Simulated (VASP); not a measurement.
GaAs:

```
As Ga
1.0
     0.00000    2.82685    2.82685
     2.82685    0.00000    2.82685
     2.82685    2.82685    0.00000
As Ga
1 1
Direct
  0.75000 0.75000 0.75000
  0.00000 0.00000 0.00000
```

```yaml
Program: VASP 6.6.1
Task: relaxation of cell and atoms
Functional: revPBE
Potentials_or_basis: VASP PAW PBE potentials, release 64 (As, Ga_d)
Cutoff: 600 eV
k_mesh: 8 × 8 × 8
Occupations: fermi-dirac, width 0.05 eV
Spin: no spin polarisation
```

At the start: pressure 4.8 GPa; volume 22.59 Å³/atom.

Task: Where does the relaxation end?

Result: Over 3 steps the energy falls by 23.9 meV/atom and the volume is 24.30 Å³/atom (+7.6 %); space group F-43m (No. 216, to 0.05 Å).

The path:
```csv
step,energy change (eV),largest force (eV/Å),pressure (GPa),volume (Å³)
1,0.0000,0.0000,4.82,45.18
2,-0.0430,0.0000,-1.16,49.77
3,-0.0477,0.0000,-0.03,48.59
```

Final structure:
```
As Ga
1.0
     0.00000    2.89633    2.89633
     2.89633    0.00000    2.89633
     2.89633    2.89633    0.00000
As Ga
1 1
Direct
  0.75000 0.75000 0.75000
  0.00000 0.00000 0.00000
```

Caveat: the PAW data sets were made with another functional, which shifts forces and pressure a little.
